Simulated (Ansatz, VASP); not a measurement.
## LiCl: VASP beside Ansatz

The input POSCAR:

```
LiCl
1.0
    0.0000000000      2.5303805480      2.5303805480
    2.5303805480      0.0000000000      2.5303805480
    2.5303805480      2.5303805480      0.0000000000
Li Cl
1 1
Direct
    0.0000000000      0.0000000000      0.0000000000
    0.5000000000      0.5000000000      0.5000000000
```

Contents of INCAR.step1:

```
PREC = Accurate ; ENCUT = 520
ISMEAR = 0 ; SIGMA = 0.02
LREAL = False ; LASPH = True
NELM = 60 ; NBANDS = 12
GGA = PE ; ALGO = Normal
EDIFF = 1E-4 ; LWAVE = True
LCHARG = False
```

Contents of INCAR.step2:

```
PREC = Accurate ; ENCUT = 520
EDIFF = 1E-6 ; ISMEAR = 0
SIGMA = 0.02 ; LREAL = False
LASPH = True ; NELM = 60
ALGO = Normal ; ISIF = 2
LWAVE = False ; LCHARG = True
METAGGA = R2SCAN ; LMIXTAU = True
LELF = True ; LVHAR = True
NBANDS = 12 ; ISTART = 1
```

Contents of KPOINTS:

```
regular mesh
0
Gamma
  8 8 8
```

Input for Ansatz:

```yaml
crystal:
  lattice:
    - [0.0, 2.530380548, 2.530380548]
    - [2.530380548, 0.0, 2.530380548]
    - [2.530380548, 2.530380548, 0.0]
  atoms:
    - { symbol: Li, position: [0.0, 0.0, 0.0] }
    - { symbol: Cl, position: [0.5, 0.5, 0.5] }
basis:
  ecutwfc: 500
kpoints:
  mp_grid: { grid: [8, 8, 8] }
hamiltonian:
  xc: r2scan
scf:
  occupations: { method: gaussian, width: 0.02 }
output:
  forces: true
  stress: true
  eigenvalues: true
```

Alike in both runs: task single point; functional r2SCAN; k mesh 8 × 8 × 8; occupations gaussian, width 0.02 eV; no spin polarisation.

```csv
,VASP,Ansatz
version,VASP 6.6.1,Ansatz 0.2.0
potentials or method,"VASP PAW PBE potentials, release 64 (Li_sv, Cl), cutoff 520 eV","scalar-relativistic, plane waves, PAW"
valence electrons in the cell,10,10
```

```csv
,VASP,Ansatz,Ansatz less VASP
gap on the k mesh at the Fermi level (eV),7.57,7.49,-0.081
least direct gap on the mesh (eV),7.57,7.49,-0.081
```

VASP's potentials were made for PBE, not for r2SCAN. The functional is the same, so the differences come from potentials, cutoffs and numerics.

Noted on VASP's run: the cutoff is short for stress, so the pressure is rough.
